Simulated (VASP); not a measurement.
Here is a VASP 6.6.1 calculation.

The input INCAR:

```
ALGO = Fast ; EDIFF = 1E-6
ENCUT = 520 ; ISIF = 2
ISMEAR = 0 ; LASPH = T
LCHARG = F ; LREAL = F
LWAVE = F ; NBANDS = 11
NELM = 100 ; PREC = Accurate
SIGMA = 0.15
```

File KPOINTS:

```
k-points
0
Gamma
  14 14 14
```

Contents of POSCAR:

```
Ba
1.0
   -2.5000000000      2.5000000000      2.7000000000
    2.5000000000     -2.5000000000      2.7000000000
    2.5000000000      2.5000000000     -2.7000000000
Ba
1
Direct
    0.0000000000      0.0000000000      0.0000000000
```

Potentials or basis: VASP PAW LDA potentials, release 64 (Ba_sv).

Launch:

```sh
$ cat potpaw_LDA.64/Ba_sv/POTCAR > POTCAR
$ mpirun -np 1 vasp_std > vasp.out
```

Question: What does it give for the band gap on the k mesh?

Answer: Zero (band 5 reaches 1.58 eV, above the bottom of band 6 at 0.83 eV).

Question: Predict the pressure.

Answer: -1.6 GPa.

Stress tensor (GPa, compression positive):
```
-1.58  0.00  0.00
 0.00 -1.58  0.00
 0.00  0.00 -1.74
```

Caveat: the cell differs from its parent crystal (strain +0.000 along x and y, +0.080 along z); spin-orbit coupling is left out, which moves the levels of the heavy elements.
